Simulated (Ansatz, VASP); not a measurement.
AlRu in VASP and in Ansatz

The input INCAR:

```
  ALGO = Fast
  EDIFF = 1E-7
  ENCUT = 520
  ISIF = 2
  ISMEAR = 0
  LASPH = True
  LCHARG = False
  LREAL = False
  LWAVE = False
  NBANDS = 16
  NELM = 80
  PREC = Accurate
  SIGMA = 0.1
```

Contents of KPOINTS:

```
k-points
0
Gamma
  9 9 9
```

POSCAR

```
AlRu
1.0
    2.9916000000      0.0000000000      0.0000000000
    0.0000000000      2.9916000000      0.0000000000
    0.0000000000      0.0000000000      2.9916000000
Ru Al
1 1
Direct
    0.5000000000      0.5000000000      0.5000000000
    0.0000000000      0.0000000000      0.0000000000
```

File input.yaml:

```yaml
crystal:
  lattice:
    - [2.9916, 0.0, 0.0]
    - [0.0, 2.9916, 0.0]
    - [0.0, 0.0, 2.9916]
  atoms:
    - { symbol: Ru, position: [0.5, 0.5, 0.5] }
    - { symbol: Al, position: [0.0, 0.0, 0.0] }
hamiltonian:
  xc: lda
  pseudopotentials: { kind: paw }
kpoints:
  mp_grid: { grid: [9, 9, 9] }
scf:
  occupations: { method: gaussian, width: 0.1 }
output:
  forces: true
  stress: true
  eigenvalues: true
```

Alike in both runs: task single point; functional LDA; k mesh 9 × 9 × 9; occupations gaussian, width 0.1 eV; no spin polarisation.

```csv
,VASP,Ansatz
version,VASP 6.6.1,Ansatz 0.2.0
potentials or method,"VASP PAW LDA potentials, release 64 (Ru_pv, Al)",Ansatz PAW
plane-wave cutoff (eV),520,420
valence electrons in the cell,17,19
```

|  | VASP | Ansatz | Ansatz less VASP |
| --- | --- | --- | --- |
| gap on the k mesh at the Fermi level (eV) | none | none | - |
| pressure (GPa) | -7.7 | -8.2 | -0.50 |

LDA's correlation is that of Perdew and Zunger in VASP and of Perdew and Wang (1992) in Ansatz. A gap of «none» marks a metal or a gap that the smearing closes. VASP's potentials hold 17 valence electrons a cell and Ansatz's 19, so a difference there can come from the potentials and not from the codes.
